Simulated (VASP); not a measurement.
# SiNi (rocksalt type) (Fm-3m) in VASP: a series of runs

The runs below take SiNi (rocksalt type) through single point, with LDA.

All numbers are computed with VASP 6.6.1; they aren't measurements. Logs are shortened: lines on timing, memory, paths and dates and some standing lists are left out, and cuts for length are marked.

## 1. The cell of the first run

It takes space group Fm-3m (No. 225, cubic). The conventional cell has a = 3.804 Å, b = 3.804 Å, c = 3.804 Å, α = 90.00°, β = 90.00°, γ = 90.00°. Ni (site symmetry m-3m) has 6 Si at 1.90 Å within 2.5 Å. Si (site symmetry m-3m) has 6 Ni at 1.90 Å within 2.5 Å.

## 2. Single point, LDA (volume scaled by 0.55)

INCAR

```
  PREC = Accurate
  ENCUT = 520
  EDIFF = 1E-6
  ISMEAR = -1
  SIGMA = 0.08
  LREAL = F
  LASPH = T
  NELM = 60
  ALGO = Normal
  ISIF = 2
  LWAVE = F
  LCHARG = T
  LELF = T
  LVHAR = T
  NBANDS = 14
```

KPOINTS

```
Automatic mesh
0
Gamma
  16 16 16
```

POSCAR

```
SiNi
1.0
    0.0000000000      1.9019528413      1.9019528413
    1.9019528413      0.0000000000      1.9019528413
    1.9019528413      1.9019528413      0.0000000000
Ni Si
1 1
Direct
    0.0000000000      0.0000000000      0.0000000000
    0.5000000000      0.5000000000      0.5000000000
```

Potentials or basis: VASP PAW LDA potentials, release 64 (Ni, Si).

Launch:

```console
cat potpaw_LDA.64/Ni/POTCAR potpaw_LDA.64/Si/POTCAR > POTCAR
mpirun -np 1 vasp_std > vasp.out
```

OUTCAR:

```text
PREC = Accurate
   ENCUT = 520
   EDIFF = 1E-6
   ISMEAR = -1
   LREAL = F
   LASPH = T
   NELM = 60
   ISIF = 2

 ion  position               nearest neighbor table
   1  0.000  0.000  0.000-   2 1.90   2 1.90   2 1.90   2 1.90   2 1.90   2 1.90
   2  0.500  0.500  0.500-   1 1.90   1 1.90   1 1.90   1 1.90   1 1.90   1 1.90

  LATTYP: Found a face centered cubic cell.
 ALAT       =     3.8039056826

  Lattice vectors:

 A1 = (   0.0000000000,   1.9019528413,   1.9019528413)
 A2 = (   1.9019528413,   0.0000000000,   1.9019528413)
 A3 = (   1.9019528413,   1.9019528413,   0.0000000000)

Analysis of symmetry for initial positions (statically):
=====================================================================
 Subroutine PRICEL returns:
 Original cell was already a primitive cell.

 Routine SETGRP: Setting up the symmetry group for a
 face centered cubic supercell.

 Subroutine GETGRP returns: Found 48 space group operations
 (whereof 48 operations were pure point group operations)
 out of a pool of 48 trial point group operations.

The static configuration has the point symmetry O_h .

Analysis of symmetry for dynamics (positions and initial velocities):
=====================================================================
 Subroutine PRICEL returns:
 Original cell was already a primitive cell.

 Routine SETGRP: Setting up the symmetry group for a
 face centered cubic supercell.

 Subroutine GETGRP returns: Found 48 space group operations
 (whereof 48 operations were pure point group operations)
 out of a pool of 48 trial point group operations.

The dynamic configuration has the point symmetry O_h .

 Subroutine INISYM returns: Found 48 space group operations
 (whereof 48 operations are pure point group operations),
 and found     1 'primitive' translations

----------------------------------------------------------------------------------------

                                     Primitive cell

  volume of cell :      13.7603

  direct lattice vectors                    reciprocal lattice vectors
     0.000000000  1.901952841  1.901952841    -0.262887696  0.262887696  0.262887696
     1.901952841  0.000000000  1.901952841     0.262887696 -0.262887696  0.262887696
     1.901952841  1.901952841  0.000000000     0.262887696  0.262887696 -0.262887696

  length of vectors
     2.689767503  2.689767503  2.689767503     0.455334846  0.455334846  0.455334846

  position of ions in fractional coordinates (direct lattice)
     0.000000000  0.000000000  0.000000000
     0.500000000  0.500000000  0.500000000

  ion indices of the primitive-cell ions
   primitive index   ion index
                 1           1
                 2           2

----------------------------------------------------------------------------------------

 KPOINTS: Automatic mesh

Automatic generation of k-mesh.
 Grid dimensions read from file:
 generate k-points for:   16   16   16

 Generating k-lattice:

  Cartesian coordinates                     Fractional coordinates (reciprocal lattice)
    -0.016430481  0.016430481  0.016430481     0.062500000  0.000000000  0.000000000
     0.016430481 -0.016430481  0.016430481     0.000000000  0.062500000  0.000000000
     0.016430481  0.016430481 -0.016430481     0.000000000  0.000000000  0.062500000

  Length of vectors
     0.028458428  0.028458428  0.028458428

  Shift w.r.t. Gamma in fractional coordinates (k-lattice)
     0.000000000  0.000000000  0.000000000

 Subroutine IBZKPT returns following result:
 ===========================================

 Found    145 irreducible k-points:

 Following reciprocal coordinates:
            Coordinates               Weight
  0.000000  0.000000  0.000000      1.000000
  0.062500  0.000000  0.000000      8.000000
  0.125000  0.000000  0.000000      8.000000
  0.187500  0.000000  0.000000      8.000000
  0.250000  0.000000  0.000000      8.000000
  0.312500  0.000000  0.000000      8.000000
[... 16 lines left out ...]
 -0.125000  0.062500  0.000000     24.000000
 -0.062500  0.062500  0.000000     12.000000
 [... further k-points ...]
   k-points           NKPTS =    145   k-points in BZ     NKDIM =    145   number of bands    NBANDS=     14
   number of dos      NEDOS =    301   number of ions     NIONS =      2
   total plane-waves  NPLWV =   8000
   dimension x,y,z NGX =    20 NGY =   20 NGZ =   20
   dimension x,y,z NGXF=    40 NGYF=   40 NGZF=   40
   ions per type =               1   1
   NGX,Y,Z   is equivalent  to a cutoff of  12.36, 12.36, 12.36 a.u.
   NGXF,Y,Z  is equivalent  to a cutoff of  24.72, 24.72, 24.72 a.u.
 SYSTEM =  unknown system
   PREC   = accura    normal or accurate (medium, high low for compatibility)
   ISTART =      0    job   : 0-new  1-cont  2-samecut
   ICHARG =      2    charge: 1-file 2-atom 10-const
   ISPIN  =      1    spin polarized calculation?
   LNONCOLLINEAR =      F non collinear calculations
   LSORBIT =      F    spin-orbit coupling
   LASPH  =      T    aspherical Exc in radial PAW
   ENCUT  =  520.0 eV  38.22 Ry    6.18 a.u.   5.00  5.00  5.00*2*pi/ulx,y,z
   NELM   =     60;   NELMIN=  2; NELMDL= -5     # of ELM steps
   EDIFF  = 0.1E-05   stopping-criterion for ELM
   LREAL  =      F    real-space projection
   EDIFFG = 0.1E-04   stopping-criterion for IOM
   NSW    =      0    number of steps for IOM
   IBRION =     -1    ionic relax: 0-MD 1-quasi-New 2-CG
   NFREE  =      0    steps in history (QN), initial steepest desc. (CG)
   ISIF   =      2    stress and relaxation
   ISYM   =      2    0-nonsym 1-usesym 2-fastsym
   POTIM  = 0.5000    time-step for ionic-motion
   TEBEG  =    0.0;   TEEND  =   0.0 temperature during run
   PSTRESS=    0.0 pullay stress
   NELECT =      14.0000    total number of electrons
   NUPDOWN=      -1.0000    fix difference up-down
   EMIN   =  10.00;   EMAX   =-10.00  energy-range for DOS
   EFERMI =   0.00;   METHOD = LEGACY
   ISMEAR =    -1;   SIGMA  =   0.08  broadening in eV -4-tet -1-fermi 0-gaus
   EFERMI_NEDOS =   21; number of points for ismear=-14 and -15
   IALGO  =     38    algorithm
   IMIX   =      4    mixing-type and parameters
     AMIX     =   0.40;   BMIX     =  1.00
     AMIX_MAG =   1.60;   BMIX_MAG =  1.00
  volume/ion in A,a.u.               =       6.88        46.43
  Fermi-wavevector in a.u.,A,eV,Ry     =   1.646548  3.111525 36.887038  2.711121
  Thomas-Fermi vector in A             =   2.736158
   LORBIT       =      0    0 simple, 1 ext, 2 COOP (PROOUT), +10 PAW based schemes
   GGA     = CA    functional components
   LHFCALC =     F    Hartree Fock is set to
   AEXX    =    0.0000 exact exchange contribution
   IVDW    =     0    specifies the selected vdW correction
   LEPSILON=     F    determine dielectric tensor
   LRPA    =     F    only Hartree local field effects (RPA)
 non-spin polarized calculation
  energy-cutoff  :      520.00
  volume of cell :       13.76
 maximum number of plane-waves:       388
   NGX =  9   NGY =  9   NGZ =  9

 number of electron      13.9999990 magnetization

 Free energy of the ion-electron system (eV)
  ---------------------------------------------------
  ext. energy  EPLUGINS =         0.00000000
  ---------------------------------------------------
  free energy    TOTEN  =        -5.03549964 eV

  energy without entropy =       -5.02020492  energy(sigma->0) =       -5.02785228

 E-fermi :  21.4425     XC(G=0): -15.4441

 val. band max:       21.3966668728   @ k =   0.3750   0.1250   0.0625
 cond. band min:      21.4509364152   @ k =  -0.3750   0.3125   0.0625
 fundamental gap:      0.0542695425
 Fermi energy:        21.4425371054

 k-point     1 :       0.0000    0.0000    0.0000
  band No.  band energies     occupation
      1       2.5800      2.00000
      2      14.4373      2.00000
      3      14.4373      2.00000
      4      14.4373      2.00000
      5      14.8187      2.00000
      6      14.8187      2.00000
      7      29.0393      0.00000
      8      29.0393      0.00000
      9      29.0393      0.00000
     10      33.2260      0.00000
     11      34.1108      0.00000
     12      34.1108      0.00000
     13      34.1108      0.00000
     14      41.3643      0.00000

 k-point     2 :       0.0625    0.0000    0.0000
  band No.  band energies     occupation
      1       2.7061      2.00000
      2      14.3496      2.00000
      3      14.4756      2.00000
      4      14.4756      2.00000
      5      14.7995      2.00000
      6      14.7995      2.00000
      7      28.3981      0.00000
      8      29.0634      0.00000
      9      29.0634      0.00000
     10      32.4148      0.00000
     11      34.2016      0.00000
     12      34.2016      0.00000
     13      35.4873      0.00000
     14      40.3617      0.00000

 k-point     3 :       0.1250    0.0000    0.0000
  band No.  band energies     occupation
      1       3.0811      2.00000
      2      14.0957      2.00000
      3      14.4777      2.00000
      4      14.4777      2.00000
      5      14.8599      2.00000
      6      14.8599      2.00000
      7      26.8178      0.00000
      8      29.1163      0.00000
      9      29.1163      0.00000
     10      31.8812      0.00000
     11      34.4077      0.00000
     12      34.4077      0.00000
     13      37.2761      0.00000
     14      38.8612      0.00000
[... 324 lines left out ...]
 k-point    23 :      -0.1250    0.0625    0.0000
  band No.  band energies     occupation
      1       3.3691      2.00000
      2      13.9287      2.00000
      3      14.3858      2.00000
      4      14.4784      2.00000
      5      14.7963      2.00000
      6      15.0984      2.00000
      7      26.2582      0.00000
      8      27.7502      0.00000
      9      30.0505      0.00000
     10      31.9388      0.00000
     11      34.2821      0.00000
     12      34.4633      0.00000
     13      36.8370      0.00000
     14      38.4240      0.00000

 k-point    24 :      -0.0625    0.0625    0.0000
  band No.  band energies     occupation
      1       2.9151      2.00000
      2      14.2150      2.00000
      3      14.4760      2.00000
      4      14.5605      2.00000
      5      14.6848      2.00000
      6      14.8884      2.00000
      7      27.9192      0.00000
      8      28.1479      0.00000
      9      29.5593      0.00000
     10      32.0648      0.00000
     11      34.1825      0.00000
     12      34.4589      0.00000
     13      36.7204      0.00000
     14      38.5202      0.00000

 [... further k-points ...]

------------------------ aborting loop because EDIFF is reached ----------------------------------------

  FORCE on cell =-STRESS in cart. coord.  units (eV):
  Direction    XX          YY          ZZ          XY          YZ          ZX
  --------------------------------------------------------------------------------------
  -------------------------------------------------------------------------------------
  Total       31.5662524     31.5662524     31.5662524     -0.0000000     -0.0000000      0.0000000
  in kB     3675.3980283   3675.3980283   3675.3980283     -0.0000000     -0.0000000      0.0000000
  external PRESSURE =    3675.3980283 kB  Pullay stress =       0.0000000 kB

 VOLUME and BASIS-vectors are now :
 -----------------------------------------------------------------------------
  energy-cutoff  :      520.00
  volume of cell :       13.76
      direct lattice vectors                 reciprocal lattice vectors
     0.000000000  1.901952841  1.901952841    -0.262887696  0.262887696  0.262887696
     1.901952841  0.000000000  1.901952841     0.262887696 -0.262887696  0.262887696
     1.901952841  1.901952841  0.000000000     0.262887696  0.262887696 -0.262887696

 POSITION                                       TOTAL-FORCE (eV/Angst)
 -----------------------------------------------------------------------------------
      0.00000      0.00000      0.00000         0.000000      0.000000      0.000000
      1.90195      1.90195      1.90195        -0.000000     -0.000000     -0.000000
 -----------------------------------------------------------------------------------
    total drift:                                0.000000     -0.000000     -0.000000

  FREE ENERGIE OF THE ION-ELECTRON SYSTEM (eV)
  ---------------------------------------------------
  free  energy   TOTEN  =        -5.0354996424 eV

  energy  without entropy=       -5.0202049164  energy(sigma->0) =       -5.02785228
```

Wall time 36 s (1 thread of Intel Xeon 8259CL, shared host); peak memory 0.14 GiB.

Results:

```
Free energy            : -5.0355 eV
Pressure               : 367.5 GPa
Band gap on the k mesh : zero (band 7 reaches 29.04 eV, above the bottom of band 8 at 18.93 eV)
```

Levels at points of the mesh, in eV from the Fermi level:
```csv
k point,band 4,band 5,band 6,band 7,band 8,band 9,band 10,band 11
"(0.00, 0.00, 0.00)",-7.01,-6.62,-6.62,7.60,7.60,7.60,11.78,12.67
"(0.50, 0.00, 0.00)",-7.86,-4.68,-4.68,-2.56,6.89,6.89,8.72,10.53
"(0.50, 0.50, 0.00)",-5.65,-4.19,-4.19,-1.34,-0.69,-0.69,7.42,9.52
```

## 3. Single point, LDA (volume scaled by 0.55)

INCAR

```
SYSTEM = SiNi
  PREC = Accurate
  ENCUT = 520
  EDIFF = 1E-6
  ISMEAR = -1
  SIGMA = 0.08
  LREAL = .FALSE.
  LASPH = .TRUE.
  NELM = 80
  ALGO = Normal
  ISIF = 2
  LWAVE = .FALSE.
  LCHARG = .FALSE.
  NBANDS = 14
```

KPOINTS

```
Automatic mesh
0
G
  16 16 16
  0 0 0
```

POSCAR is that of step 2.

Potentials or basis: VASP PAW LDA potentials, release 64 (Ni, Si).

Launch:

```console
cat potpaw_LDA.64/Ni/POTCAR potpaw_LDA.64/Si/POTCAR > POTCAR
mpirun -np 1 vasp_std > vasp.out
```

Wall time 36 s (1 thread of Intel Xeon 8259CL, shared host); peak memory 0.14 GiB.

It converged, with:

| Item | Value |
| --- | --- |
| Free energy | -5.0355 eV |
| Pressure | 367.5 GPa |
| Band gap on the k mesh | zero (band 7 reaches 29.04 eV, above the bottom of band 8 at 18.93 eV) |

Levels at points of the mesh, in eV from the Fermi level:
| k point | band 3 | band 4 | band 5 | band 6 | band 7 | band 8 | band 9 | band 10 | band 11 | band 12 |
| --- | --- | --- | --- | --- | --- | --- | --- | --- | --- | --- |
| (0.00, 0.00, 0.00) | -7.01 | -7.01 | -6.62 | -6.62 | 7.60 | 7.60 | 7.60 | 11.78 | 12.67 | 12.67 |
| (0.50, 0.00, 0.00) | -7.86 | -7.86 | -4.68 | -4.68 | -2.56 | 6.89 | 6.89 | 8.72 | 10.53 | 10.53 |
| (0.50, 0.50, 0.00) | -9.46 | -5.65 | -4.19 | -4.19 | -1.34 | -0.69 | -0.69 | 7.42 | 9.52 | 22.78 |

 Spin polarisation is off, so any magnetic state and its effect on volume and gap are missing.
